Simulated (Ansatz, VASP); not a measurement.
Al3Pd in VASP and in Ansatz

File INCAR:

```
PREC = Accurate
ENCUT = 500
EDIFF = 1E-6
ISMEAR = -1
SIGMA = 0.05
LREAL = False
LASPH = True
NELM = 120
ALGO = Normal
ISIF = 2
LWAVE = False
LCHARG = False
GGA = PE
NBANDS = 18
GGA_COMPAT = False
```

KPOINTS

```
regular mesh
0
Gamma
  7 7 7
```

File POSCAR:

```
Al3Pd
1.0
    3.9730492386      0.0000000000      0.0000000000
    0.0000000000      3.9730492386      0.0000000000
    0.0000000000      0.0000000000      3.9730492386
Pd Al
1 3
Direct
    0.0000000000      0.0000000000      0.0000000000
    0.5000000000      0.5000000000      0.0000000000
    0.5000000000      0.0000000000      0.5000000000
    0.0000000000      0.5000000000      0.5000000000
```

input.yaml

```yaml
crystal:
  lattice:
    - [3.9730492386, 0.0, 0.0]
    - [0.0, 3.9730492386, 0.0]
    - [0.0, 0.0, 3.9730492386]
  atoms:
    - { symbol: Pd, position: [0.0, 0.0, 0.0] }
    - { symbol: Al, position: [0.5, 0.5, 0.0] }
    - { symbol: Al, position: [0.5, 0.0, 0.5] }
    - { symbol: Al, position: [0.0, 0.5, 0.5] }
hamiltonian:
  xc: pbe
  pseudopotentials: { kind: paw }
kpoints:
  mp_grid: { grid: [7, 7, 7] }
scf:
  occupations: { method: fermi_dirac, width: 0.05 }
output:
  forces: true
  stress: true
  eigenvalues: true
```

Alike in both runs: task single point; functional PBE; k mesh 7 × 7 × 7; occupations fermi-dirac, width 0.05 eV; no spin polarisation.

|  | VASP | Ansatz |
| --- | --- | --- |
| version | VASP 6.6.1 | Ansatz 0.2.0 |
| potentials or method | VASP PAW PBE potentials, release 64 (Pd, Al) | Ansatz PAW |
| plane-wave cutoff (eV) | 500 | 420 |
| valence electrons in the cell | 19 | 27 |

```tsv
	VASP	Ansatz	Ansatz less VASP
gap on the k mesh at the Fermi level (eV)	none	none	-
pressure (GPa)	-0.8	-0.8	+0.02
```

A gap of «none» marks a metal or a gap that the smearing closes. VASP's potentials hold 19 valence electrons a cell and Ansatz's 27, so a difference there can come from the potentials and not from the codes.
